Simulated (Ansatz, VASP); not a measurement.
**BN in VASP and in Ansatz**

```xyz
8
Lattice="4.4972 0.0000 0.0000 0.0000 4.4972 0.0000 0.0000 0.0000 2.7665" Properties=species:S:1:pos:R:3 pbc="T T T"
B     0.7831    3.7141    1.3833
B     1.4655    1.4655    0.0000
B     3.0317    3.0317    0.0000
B     3.7141    0.7831    1.3833
N     3.6535    3.6535    1.3833
N     1.4049    3.0923    0.0000
N     3.0923    1.4049    0.0000
N     0.8437    0.8437    1.3833
```

Alike in both runs: task single point; functional PBEsol; k mesh 6 × 6 × 10; occupations gaussian, width 0.05 eV; no spin polarisation.

```csv
,VASP,Ansatz
version,VASP 6.6.1,Ansatz 0.2.0
potentials or method,"VASP PAW PBE potentials, release 64 (B, N), cutoff 520 eV","scalar-relativistic, plane waves, PAW"
valence electrons in the cell,32,32
```

Ansatz gave:

| Property | Result |
| --- | --- |
| gap on the k mesh at the Fermi level (eV) | 4.60 |
| least direct gap on the mesh (eV) | 4.83 |
| rms of the force components (eV/Å) | 0.048 |

**Question.** Estimate VASP's values.

**Answer.** gap on the k mesh at the Fermi level (eV): 4.60; least direct gap on the mesh (eV): 4.83; rms of the force components (eV/Å): 0.042.

VASP's potentials were made for PBE, not for PBEsol, and Ansatz warns of the same on its side. Atom by atom the forces differ by 0.010 eV/Å (rms over components). With one functional, cell and mesh, what is left measures potentials, basis and numerics.
